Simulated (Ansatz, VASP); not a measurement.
# MgO in VASP and in Ansatz

Contents of INCAR:

```
SYSTEM = MgO
PREC = Accurate ; ENCUT = 520
EDIFF = 1E-6 ; ISMEAR = 0
SIGMA = 0.05 ; LREAL = .FALSE.
LASPH = .TRUE. ; NELM = 80
ALGO = Normal ; ISIF = 2
LWAVE = .FALSE. ; LCHARG = .FALSE.
GGA = PE ; NBANDS = 16
```

File KPOINTS:

```
regular mesh
0
G
  8 8 6
  0 0 0
```

The input POSCAR:

```
MgO
1.0
    0.0000000000     -2.1269229054     -2.1269229054
    0.0000000000      2.1269229054     -2.1269229054
    4.2538458108      0.0000000000      0.0000000000
Mg O
2 2
Direct
    0.4471066865      0.5528933135      0.5000000000
    0.0528933135     -0.0528933135      0.0000000000
    0.5259107562      0.4740892438      0.0000000000
   -0.0259107562      0.0259107562      0.5000000000
```

Input for Ansatz:

```yaml
crystal:
  lattice:
    - [0.0, -2.1269229054, -2.1269229054]
    - [0.0, 2.1269229054, -2.1269229054]
    - [4.2538458108, 0.0, 0.0]
  atoms:
    - { symbol: Mg, position: [0.4471066865, 0.5528933135, 0.5] }
    - { symbol: Mg, position: [0.0528933135, -0.0528933135, 0.0] }
    - { symbol: O, position: [0.5259107562, 0.4740892438, 0.0] }
    - { symbol: O, position: [-0.0259107562, 0.0259107562, 0.5] }
basis:
  ecutwfc: 420
kpoints:
  mp_grid: { grid: [8, 8, 6] }
hamiltonian:
  xc: pbe
scf:
  occupations: { method: gaussian, width: 0.05 }
output:
  forces: true
  stress: true
  eigenvalues: true
  write_density: true
  write_potential: true
  elf: true
  volumetric_format: npy
```

Change from the starting cell: mode 4 (279.6 1/cm) frozen in, largest displacement +0.225 Å.

Alike in both runs: task single point; functional PBE; k mesh 8 × 8 × 6; occupations gaussian, width 0.05 eV; no spin polarisation.

|  | VASP | Ansatz |
| --- | --- | --- |
| version | VASP 6.6.1 | Ansatz 0.2.0 |
| potentials or method | VASP PAW PBE potentials, release 64 (Mg, O), cutoff 520 eV | scalar-relativistic, plane waves, PAW |
| valence electrons in the cell | 16 | 32 |

Ansatz gave:

| Quantity | Value |
| --- | --- |
| gap on the k mesh at the Fermi level (eV) | 4.27 |
| least direct gap on the mesh (eV) | 4.27 |
| pressure (GPa) | 1.7 |
| traceless stress, the component that is largest in VASP (GPa) | -4.00 |
| rms of the force components (eV/Å) | 0.706 |

Problem. What did VASP give for the same quantities?

Solution. gap on the k mesh at the Fermi level (eV): 4.25; least direct gap on the mesh (eV): 4.25; pressure (GPa): 1.0; traceless stress, the component that is largest in VASP (GPa): -4.03; rms of the force components (eV/Å): 0.712.

Atom by atom the forces differ by 0.005 eV/Å (rms over components). The functional is the same, so the differences come from potentials, cutoffs and numerics. VASP's potentials hold 16 valence electrons a cell and Ansatz's 32, so a difference there can come from the potentials and not from the codes.
